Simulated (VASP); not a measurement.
# AgCl in VASP: a series of runs

AgCl is run at these levels: r2SCAN; tasks: single point.

Everything below comes from runs of VASP 6.6.1. Logs are shortened: lines on timing, memory, paths and dates and some standing lists are left out, and cuts for length are marked.

**1. The cell of the first run**

It takes space group P4/mmm (No. 123, tetragonal). The conventional cell has a = 3.396 Å, b = 3.396 Å, c = 3.486 Å, α = 90.00°, β = 90.00°, γ = 90.00°. Within 3.9 Å of Ag (site symmetry 4/mmm) lie 8 Cl at 2.97 Å and 6 Ag at 3.40 to 3.49 Å. Cl (site symmetry 4/mmm) has 8 Ag at 2.97 Å and 6 Cl at 3.40 to 3.49 Å within 3.9 Å.

**2. Single point, r2SCAN (uniaxial z strain +2.7%)**

POSCAR reads:

```
AgCl
1.0
    3.3955880419      0.0000000000      0.0000000000
    0.0000000000      3.3955880419      0.0000000000
    0.0000000000      0.0000000000      3.4859106838
Ag Cl
1 1
Direct
    0.0000000000      0.0000000000      0.0000000000
    0.5000000000      0.5000000000      0.5000000000
```

INCAR.step1 reads:

```
SYSTEM = AgCl
ALGO = Normal
EDIFF = 1E-4
ENCUT = 520
GGA = PE
ISMEAR = 0
LASPH = .TRUE.
LCHARG = .FALSE.
LREAL = .FALSE.
LWAVE = .TRUE.
NBANDS = 16
NELM = 60
PREC = Accurate
SIGMA = 0.01
```

INCAR.step2 reads:

```
SYSTEM = AgCl
ALGO = Normal
EDIFF = 1E-6
ENCUT = 520
ISIF = 2
ISMEAR = 0
ISTART = 1
LASPH = .TRUE.
LCHARG = .FALSE.
LMIXTAU = .TRUE.
LREAL = .FALSE.
LWAVE = .FALSE.
METAGGA = R2SCAN
NBANDS = 16
NELM = 60
PREC = Accurate
SIGMA = 0.01
```

KPOINTS reads:

```
k-points
0
G
  8 8 8
  0 0 0
```

Potentials or basis: VASP PAW PBE potentials, release 64 (Ag, Cl).

Launch:

```
$ cat potpaw_PBE.64/Ag/POTCAR potpaw_PBE.64/Cl/POTCAR > POTCAR
$ cp INCAR.step1 INCAR
$ mpirun -np 1 vasp_std > vasp.out
$ cp INCAR.step2 INCAR
$ mpirun -np 1 vasp_std > vasp.out
```

OUTCAR:

```text
SYSTEM = AgCl
   EDIFF = 1E-6
   ENCUT = 520
   ISIF = 2
   ISMEAR = 0
   ISTART = 1
   LASPH = .TRUE.
   LREAL = .FALSE.
   METAGGA = R2SCAN
   NELM = 60
   PREC = Accurate

 ion  position               nearest neighbor table
   1  0.000  0.000  0.000-   2 2.97   2 2.97   2 2.97   2 2.97   2 2.97   2 2.97   2 2.97   2 2.97

   2  0.500  0.500  0.500-   1 2.97   1 2.97   1 2.97   1 2.97   1 2.97   1 2.97   1 2.97   1 2.97

  LATTYP: Found a simple tetragonal cell.
 ALAT       =     3.3955880419
 C/A-ratio  =     1.0266000000

  Lattice vectors:

 A1 = (   3.3955880419,   0.0000000000,   0.0000000000)
 A2 = (   0.0000000000,   3.3955880419,   0.0000000000)
 A3 = (   0.0000000000,   0.0000000000,   3.4859106838)

Analysis of symmetry for initial positions (statically):
=====================================================================
 Subroutine PRICEL returns:
 Original cell was already a primitive cell.

 Routine SETGRP: Setting up the symmetry group for a
 simple tetragonal supercell.

 Subroutine GETGRP returns: Found 16 space group operations
 (whereof 16 operations were pure point group operations)
 out of a pool of 16 trial point group operations.

The static configuration has the point symmetry D_4h.

Analysis of symmetry for dynamics (positions and initial velocities):
=====================================================================
 Subroutine PRICEL returns:
 Original cell was already a primitive cell.

 Routine SETGRP: Setting up the symmetry group for a
 simple tetragonal supercell.

 Subroutine GETGRP returns: Found 16 space group operations
 (whereof 16 operations were pure point group operations)
 out of a pool of 16 trial point group operations.

The dynamic configuration has the point symmetry D_4h.

 Subroutine INISYM returns: Found 16 space group operations
 (whereof 16 operations are pure point group operations),
 and found     1 'primitive' translations

----------------------------------------------------------------------------------------

                                     Primitive cell

  volume of cell :      40.1926

  direct lattice vectors                    reciprocal lattice vectors
     3.395588042  0.000000000  0.000000000     0.294499800  0.000000000  0.000000000
     0.000000000  3.395588042  0.000000000     0.000000000  0.294499800  0.000000000
     0.000000000  0.000000000  3.485910684     0.000000000  0.000000000  0.286869083

  length of vectors
     3.395588042  3.395588042  3.485910684     0.294499800  0.294499800  0.286869083

  position of ions in fractional coordinates (direct lattice)
     0.000000000  0.000000000  0.000000000
     0.500000000  0.500000000  0.500000000

  ion indices of the primitive-cell ions
   primitive index   ion index
                 1           1
                 2           2

----------------------------------------------------------------------------------------

 KPOINTS: k-points

Automatic generation of k-mesh.
 Grid dimensions read from file:
 generate k-points for:    8    8    8

 Generating k-lattice:

  Cartesian coordinates                     Fractional coordinates (reciprocal lattice)
     0.036812475  0.000000000  0.000000000     0.125000000  0.000000000  0.000000000
     0.000000000  0.036812475  0.000000000     0.000000000  0.125000000  0.000000000
     0.000000000  0.000000000  0.035858635     0.000000000  0.000000000  0.125000000

  Length of vectors
     0.036812475  0.036812475  0.035858635

  Shift w.r.t. Gamma in fractional coordinates (k-lattice)
     0.000000000  0.000000000  0.000000000

 Subroutine IBZKPT returns following result:
 ===========================================

 Found     75 irreducible k-points:

 Following reciprocal coordinates:
            Coordinates               Weight
  0.000000  0.000000  0.000000      1.000000
  0.125000  0.000000  0.000000      4.000000
  0.250000  0.000000  0.000000      4.000000
  0.375000  0.000000  0.000000      4.000000
  0.500000  0.000000  0.000000      2.000000
  0.125000  0.125000  0.000000      4.000000
[... 16 lines left out ...]
  0.375000  0.125000  0.125000     16.000000
  0.500000  0.125000  0.125000      8.000000
 [... further k-points ...]
   k-points           NKPTS =     75   k-points in BZ     NKDIM =     75   number of bands    NBANDS=     16
   number of dos      NEDOS =    301   number of ions     NIONS =      2
   total plane-waves  NPLWV =  21952
   dimension x,y,z NGX =    28 NGY =   28 NGZ =   28
   dimension x,y,z NGXF=    56 NGYF=   56 NGZF=   56
   ions per type =               1   1
   NGX,Y,Z   is equivalent  to a cutoff of  13.71, 13.71, 13.35 a.u.
   NGXF,Y,Z  is equivalent  to a cutoff of  27.42, 27.42, 26.71 a.u.
 SYSTEM =  AgCl
   PREC   = accura    normal or accurate (medium, high low for compatibility)
   ISTART =      1    job   : 0-new  1-cont  2-samecut
   ICHARG =      0    charge: 1-file 2-atom 10-const
   ISPIN  =      1    spin polarized calculation?
   LNONCOLLINEAR =      F non collinear calculations
   LSORBIT =      F    spin-orbit coupling
   LASPH  =      T    aspherical Exc in radial PAW
   ENCUT  =  520.0 eV  38.22 Ry    6.18 a.u.   6.31  6.31  6.48*2*pi/ulx,y,z
   NELM   =     60;   NELMIN=  2; NELMDL=  0     # of ELM steps
   EDIFF  = 0.1E-05   stopping-criterion for ELM
   LREAL  =      F    real-space projection
   EDIFFG = 0.1E-04   stopping-criterion for IOM
   NSW    =      0    number of steps for IOM
   IBRION =     -1    ionic relax: 0-MD 1-quasi-New 2-CG
   NFREE  =      0    steps in history (QN), initial steepest desc. (CG)
   ISIF   =      2    stress and relaxation
   ISYM   =      2    0-nonsym 1-usesym 2-fastsym
   POTIM  = 0.5000    time-step for ionic-motion
   TEBEG  =    0.0;   TEEND  =   0.0 temperature during run
   PSTRESS=    0.0 pullay stress
   NELECT =      18.0000    total number of electrons
   NUPDOWN=      -1.0000    fix difference up-down
   EMIN   =  10.00;   EMAX   =-10.00  energy-range for DOS
   EFERMI =   0.00;   METHOD = LEGACY
   ISMEAR =     0;   SIGMA  =   0.01  broadening in eV -4-tet -1-fermi 0-gaus
   EFERMI_NEDOS =   21; number of points for ismear=-14 and -15
   IALGO  =     38    algorithm
   IMIX   =      4    mixing-type and parameters
     AMIX     =   0.40;   BMIX     =  1.00
     AMIX_MAG =   1.60;   BMIX_MAG =  1.00
  volume/ion in A,a.u.               =      20.10       135.62
  Fermi-wavevector in a.u.,A,eV,Ry     =   1.252517  2.366914 21.344800  1.568799
  Thomas-Fermi vector in A             =   2.386413
   LORBIT       =      0    0 simple, 1 ext, 2 COOP (PROOUT), +10 PAW based schemes
   METAGGA = R2SCAN    functional components
   LHFCALC =     F    Hartree Fock is set to
   AEXX    =    0.0000 exact exchange contribution
   IVDW    =     0    specifies the selected vdW correction
   LEPSILON=     F    determine dielectric tensor
   LRPA    =     F    only Hartree local field effects (RPA)
 non-spin polarized calculation
 Gauss-broadening in eV      SIGMA  =   0.01
  energy-cutoff  :      520.00
  volume of cell :       40.19
 maximum number of plane-waves:      1099
 NGX is ok and might be reduce to    28
   NGX = 13   NGY = 13   NGZ = 13

 number of electron      18.0000000 magnetization

 Free energy of the ion-electron system (eV)
  ---------------------------------------------------
  ext. energy  EPLUGINS =         0.00000000
  ---------------------------------------------------
  free energy    TOTEN  =       -28.39227816 eV

  energy without entropy =      -28.39227816  energy(sigma->0) =      -28.39227816

 E-fermi :   3.7734     XC(G=0): -10.9137

 val. band max:        3.6980382427   @ k =   0.0000   0.0000   0.5000
 cond. band min:       4.8393562535   @ k =   0.0000   0.0000   0.0000
 fundamental gap:      1.1413180109
 Fermi energy:         3.7734026944

 k-point     1 :       0.0000    0.0000    0.0000
  band No.  band energies     occupation
      1     -11.5497      2.00000
      2       0.9272      2.00000
      3       0.9728      2.00000
      4       1.8814      2.00000
      5       1.8814      2.00000
      6       1.9068      2.00000
[... 8 lines left out ...]
     15      18.5068      0.00000
     16      20.7186      0.00000

 k-point     2 :       0.1250    0.0000    0.0000
  band No.  band energies     occupation
      1     -11.4836      2.00000
      2       0.7393      2.00000
      3       0.9846      2.00000
      4       1.3911      2.00000
      5       1.5332      2.00000
      6       1.7698      2.00000
[... 8 lines left out ...]
     15      18.0242      0.00000
     16      20.6602      0.00000

 k-point     3 :       0.2500    0.0000    0.0000
  band No.  band energies     occupation
      1     -11.3159      2.00000
      2      -0.1903      2.00000
      3       0.9887      2.00000
      4       1.0349      2.00000
      5       1.1516      2.00000
      6       1.8256      2.00000
[... 8 lines left out ...]
     15      18.4211      0.00000
     16      20.5205      0.00000

 k-point     4 :       0.3750    0.0000    0.0000
  band No.  band energies     occupation
      1     -11.1352      2.00000
      2      -1.0633      2.00000
      3       0.7313      2.00000
      4       0.9034      2.00000
      5       1.0878      2.00000
      6       1.9287      2.00000
[... 8 lines left out ...]
     15      20.3822      0.00000
     16      20.4504      0.00000
[... 324 lines left out ...]
 k-point    22 :       0.2500    0.1250    0.1250
  band No.  band energies     occupation
      1     -11.2111      2.00000
      2      -0.0507      2.00000
      3       0.6737      2.00000
      4       0.9439      2.00000
      5       1.2921      2.00000
      6       1.6835      2.00000
[... 8 lines left out ...]
     15      17.8152      0.00000
     16      20.7406      0.00000

 k-point    23 :       0.3750    0.1250    0.1250
  band No.  band energies     occupation
      1     -11.0445      2.00000
      2      -0.8168      2.00000
      3       0.5391      2.00000
      4       1.0180      2.00000
      5       1.2335      2.00000
      6       1.7914      2.00000
[... 8 lines left out ...]
     15      18.8522      0.00000
     16      21.2472      0.00000

 k-point    24 :       0.5000    0.1250    0.1250
  band No.  band energies     occupation
      1     -10.9717      2.00000
      2      -1.1153      2.00000
      3       0.4789      2.00000
      4       1.0132      2.00000
      5       1.2295      2.00000
      6       1.8266      2.00000
[... 8 lines left out ...]
     15      19.0713      0.00000
     16      21.3469      0.00000

 [... further k-points ...]

------------------------ aborting loop because EDIFF is reached ----------------------------------------

  FORCE on cell =-STRESS in cart. coord.  units (eV):
  Direction    XX          YY          ZZ          XY          YZ          ZX
  --------------------------------------------------------------------------------------
  -------------------------------------------------------------------------------------
  Total       -0.2594447     -0.2594447     -0.6201941      0.0000000      0.0000000     -0.0000000
  in kB      -10.3421106    -10.3421106    -24.7224768      0.0000000      0.0000000     -0.0000000
  external PRESSURE =     -15.1355660 kB  Pullay stress =       0.0000000 kB

 VOLUME and BASIS-vectors are now :
 -----------------------------------------------------------------------------
  energy-cutoff  :      520.00
  volume of cell :       40.19
      direct lattice vectors                 reciprocal lattice vectors
     3.395588042  0.000000000  0.000000000     0.294499800  0.000000000  0.000000000
     0.000000000  3.395588042  0.000000000     0.000000000  0.294499800  0.000000000
     0.000000000  0.000000000  3.485910684     0.000000000  0.000000000  0.286869083

 POSITION                                       TOTAL-FORCE (eV/Angst)
 -----------------------------------------------------------------------------------
      0.00000      0.00000      0.00000         0.000000      0.000000      0.000000
      1.69779      1.69779      1.74296         0.000000      0.000000      0.000000
 -----------------------------------------------------------------------------------
    total drift:                               -0.000000      0.000000      0.000000

  FREE ENERGIE OF THE ION-ELECTRON SYSTEM (eV)
  ---------------------------------------------------
  free  energy   TOTEN  =       -28.3922781561 eV

  energy  without entropy=      -28.3922781561  energy(sigma->0) =      -28.39227816
```

Wall time 2.7 min (1 thread of Intel Xeon Platinum 8259CL at 2.50GHz (Skylake/Cascade Lake), shared host); peak memory 0.19 GiB.

What came out:

| Quantity | Value |
| --- | --- |
| Free energy | -28.3923 eV |
| Pressure | -1.5 GPa |
| Band gap on the k mesh | 1.14 eV (least direct gap 2.66 eV) |

Caveat: the cell differs from its parent crystal (uniaxial z strain +2.7%); the PAW data sets were made with another functional, which shifts forces and pressure a little. A k mesh can miss the band edges.

**3. Single point, r2SCAN (shear xy strain +3.6%)**

POSCAR reads:

```
AgCl
1.0
    3.3955880419      0.0614601436      0.0000000000
    0.0614601436      3.3955880419      0.0000000000
    0.0000000000      0.0000000000      3.3955880419
Ag Cl
1 1
Direct
    0.0000000000      0.0000000000      0.0000000000
    0.5000000000      0.5000000000      0.5000000000
```

Changes to INCAR.step1 since step 2:

```diff
@@ -11,3 +11,3 @@
 NBANDS = 16
-NELM = 60
+NELM = 80
 PREC = Accurate
```

Changes to INCAR.step2 since step 2:

```diff
@@ -14,3 +14,3 @@
 NBANDS = 16
-NELM = 60
+NELM = 80
 PREC = Accurate
```

KPOINTS is that of step 2.

Potentials or basis: VASP PAW PBE potentials, release 64 (Ag, Cl).

Launch:

```
$ cat potpaw_PBE.64/Ag/POTCAR potpaw_PBE.64/Cl/POTCAR > POTCAR
$ cp INCAR.step1 INCAR
$ mpirun -np 1 vasp_std > vasp.out
$ cp INCAR.step2 INCAR
$ mpirun -np 1 vasp_std > vasp.out
```

OUTCAR:

```text
SYSTEM = AgCl
   EDIFF = 1E-6
   ENCUT = 520
   ISIF = 2
   ISMEAR = 0
   ISTART = 1
   LASPH = .TRUE.
   LREAL = .FALSE.
   METAGGA = R2SCAN
   NELM = 80
   PREC = Accurate

 ion  position               nearest neighbor table
   1  0.000  0.000  0.000-   2 2.91   2 2.91   2 2.91   2 2.91   2 2.98   2 2.98   2 2.98   2 2.98

   2  0.500  0.500  0.500-   1 2.91   1 2.91   1 2.91   1 2.91   1 2.98   1 2.98   1 2.98   1 2.98

  LATTYP: Found a base centered orthorhombic cell.
 ALAT       =     4.7151688925
 B/A-ratio  =     1.0368672981
 C/A-ratio  =     0.7201413394

  Lattice vectors:

 A1 = (  -0.0614601436,  -3.3955880419,   0.0000000000)
 A2 = (   3.3955880419,   0.0614601436,   0.0000000000)
 A3 = (   0.0000000000,   0.0000000000,   3.3955880419)

Analysis of symmetry for initial positions (statically):
=====================================================================
 Subroutine PRICEL returns:
 Original cell was already a primitive cell.

 Routine SETGRP: Setting up the symmetry group for a
 base centered orthorhombic supercell.

 Subroutine GETGRP returns: Found  8 space group operations
 (whereof  8 operations were pure point group operations)
 out of a pool of  8 trial point group operations.

The static configuration has the point symmetry D_2h.

Analysis of symmetry for dynamics (positions and initial velocities):
=====================================================================
 Subroutine PRICEL returns:
 Original cell was already a primitive cell.

 Routine SETGRP: Setting up the symmetry group for a
 base centered orthorhombic supercell.

 Subroutine GETGRP returns: Found  8 space group operations
 (whereof  8 operations were pure point group operations)
 out of a pool of  8 trial point group operations.

The dynamic configuration has the point symmetry D_2h.

 Subroutine INISYM returns: Found  8 space group operations
 (whereof  8 operations are pure point group operations),
 and found     1 'primitive' translations

----------------------------------------------------------------------------------------
[... 115 lines left out ...]
  Fermi-wavevector in a.u.,A,eV,Ry     =   1.263663  2.387978 21.726401  1.596845
  Thomas-Fermi vector in A             =   2.397009
   LORBIT       =      0    0 simple, 1 ext, 2 COOP (PROOUT), +10 PAW based schemes
   METAGGA = R2SCAN    functional components
   LHFCALC =     F    Hartree Fock is set to
   AEXX    =    0.0000 exact exchange contribution
   IVDW    =     0    specifies the selected vdW correction
   LEPSILON=     F    determine dielectric tensor
   LRPA    =     F    only Hartree local field effects (RPA)
 non-spin polarized calculation
 Gauss-broadening in eV      SIGMA  =   0.01
  energy-cutoff  :      520.00
  volume of cell :       39.14
 maximum number of plane-waves:      1076
 NGX is ok and might be reduce to    28
   NGX = 13   NGY = 13   NGZ = 13

 number of electron      17.9999999 magnetization

 Free energy of the ion-electron system (eV)
  ---------------------------------------------------
  ext. energy  EPLUGINS =         0.00000000
  ---------------------------------------------------
  free energy    TOTEN  =       -28.40191145 eV

  energy without entropy =      -28.40191145  energy(sigma->0) =      -28.40191145

 E-fermi :   4.2697     XC(G=0): -11.0647

 val. band max:        4.1394032157   @ k =   0.0000   0.0000   0.5000
 cond. band min:       5.2076435438   @ k =   0.0000   0.0000   0.0000
 fundamental gap:      1.0682403281
 Fermi energy:         4.2696953231

 k-point     1 :       0.0000    0.0000    0.0000
  band No.  band energies     occupation
      1     -11.3864      2.00000
      2       1.1821      2.00000
      3       1.1850      2.00000
      4       2.1554      2.00000
      5       2.1691      2.00000
      6       2.1892      2.00000
[... 433 lines left out ...]
      3       0.9937      2.00000
      4       1.3059      2.00000
      5       1.4707      2.00000
      6       2.1264      2.00000
[... 8 lines left out ...]
     15      19.2477      0.00000
     16      20.1352      0.00000

 [... further k-points ...]

------------------------ aborting loop because EDIFF is reached ----------------------------------------

  FORCE on cell =-STRESS in cart. coord.  units (eV):
  Direction    XX          YY          ZZ          XY          YZ          ZX
  --------------------------------------------------------------------------------------
  -------------------------------------------------------------------------------------
  Total       -0.0185377     -0.0185377     -0.0168391      0.0911641      0.0000000      0.0000000
  in kB       -0.7588656     -0.7588656     -0.6893291      3.7319156      0.0000000      0.0000000
  external PRESSURE =      -0.7356868 kB  Pullay stress =       0.0000000 kB

 VOLUME and BASIS-vectors are now :
 -----------------------------------------------------------------------------
  energy-cutoff  :      520.00
  volume of cell :       39.14
      direct lattice vectors                 reciprocal lattice vectors
     3.395588042  0.061460144  0.000000000     0.294596313 -0.005332193  0.000000000
     0.061460144  3.395588042  0.000000000    -0.005332193  0.294596313  0.000000000
     0.000000000  0.000000000  3.395588042     0.000000000  0.000000000  0.294499800

 POSITION                                       TOTAL-FORCE (eV/Angst)
 -----------------------------------------------------------------------------------
      0.00000      0.00000      0.00000         0.000000     -0.000000      0.000000
      1.72852      1.72852      1.69779        -0.000000      0.000000      0.000000
 -----------------------------------------------------------------------------------
    total drift:                               -0.000000      0.000000      0.000000

  FREE ENERGIE OF THE ION-ELECTRON SYSTEM (eV)
  ---------------------------------------------------
  free  energy   TOTEN  =       -28.4019114513 eV

  energy  without entropy=      -28.4019114513  energy(sigma->0) =      -28.40191145
```

Wall time 3.9 min (1 thread of Intel Xeon Platinum 8259CL at 2.50GHz (Skylake/Cascade Lake), shared host); peak memory 0.21 GiB.

Results:

| Item | Value |
| --- | --- |
| Free energy | -28.4019 eV |
| Pressure | -0.1 GPa |
| Band gap on the k mesh | 1.07 eV (least direct gap 2.79 eV) |

Caveat: the cell differs from its parent crystal (shear xy strain +3.6%); the PAW data sets were made with another functional, which shifts forces and pressure a little. A k mesh can miss the band edges.
